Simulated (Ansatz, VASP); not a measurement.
Two plane-wave programs on ZnCu

INCAR

```
PREC     = Accurate       # precision mode
ENCUT    = 600            # plane-wave cutoff, eV
EDIFF    = 1E-6           # SCF threshold, eV
ISMEAR   = 0              # smearing method
SIGMA    = 0.1            # smearing width, eV
LREAL    = F              # projectors in reciprocal space
LASPH    = T              # aspherical terms in the spheres
NELM     = 100            # most SCF steps
ALGO     = Normal         # electronic algorithm
ISIF     = 3              # what is computed and relaxed
LWAVE    = F              # write WAVECAR
LCHARG   = F              # write CHGCAR
GGA      = PE             # functional
IVDW     = 12             # dispersion correction
IBRION   = 2              # ionic algorithm
NSW      = 70             # ionic steps
EDIFFG   = -0.02          # ionic threshold
```

Contents of KPOINTS:

```
regular mesh
0
Gamma
  18 18 18
```

File POSCAR:

```
ZnCu
1.0
    2.9675556429      0.0000000000      0.0000000000
    0.0000000000      2.9675556429      0.0000000000
    0.0000000000      0.0000000000      2.9675556429
Zn Cu
1 1
Direct
    0.5000000000      0.5000000000      0.5000000000
    0.0000000000      0.0000000000      0.0000000000
```

Input for Ansatz:

```yaml
crystal:
  lattice:
    - [2.9675556429, 0.0, 0.0]
    - [0.0, 2.9675556429, 0.0]
    - [0.0, 0.0, 2.9675556429]
  atoms:
    - { symbol: Zn, position: [0.5, 0.5, 0.5] }
    - { symbol: Cu, position: [0.0, 0.0, 0.0] }
basis:
  ecutwfc: 420
kpoints:
  mp_grid: { grid: [18, 18, 18] }
hamiltonian:
  xc: pbe
  dispersion: d3bj
scf:
  occupations: { method: gaussian, width: 0.1 }
output:
  forces: true
  stress: true
  eigenvalues: true
relax:
  adjacent_minimum: "off"
  f_tol: 0.02
  max_steps: 50
  cell: { stress_tol: 0.1 }
```

Alike in both runs: task relaxation of cell and atoms; functional PBE; dispersion D3(BJ); k mesh 18 × 18 × 18; occupations gaussian, width 0.1 eV; no spin polarisation.

```csv
,VASP,Ansatz
version,VASP 6.6.1,Ansatz 0.2.0
potentials or method,"VASP PAW PBE potentials, release 64 (Zn, Cu), cutoff 600 eV","scalar-relativistic, plane waves, PAW"
valence electrons in the cell,23,31
```

|  | VASP | Ansatz | Ansatz less VASP |
| --- | --- | --- | --- |
| gap on the k mesh at the Fermi level, each at its own relaxed structure (eV) | none | none | - |
| relaxed volume (Å³/atom) | 12.39 | 12.34 | -0.049 |
| relaxed length of the cell vector where the two differ most in proportion (Å) | 2.915 | 2.911 | -0.0039 |

A gap of «none» marks a metal or a gap that the smearing closes. VASP's potentials hold 23 valence electrons a cell and Ansatz's 31, so a difference there can come from the potentials and not from the codes.
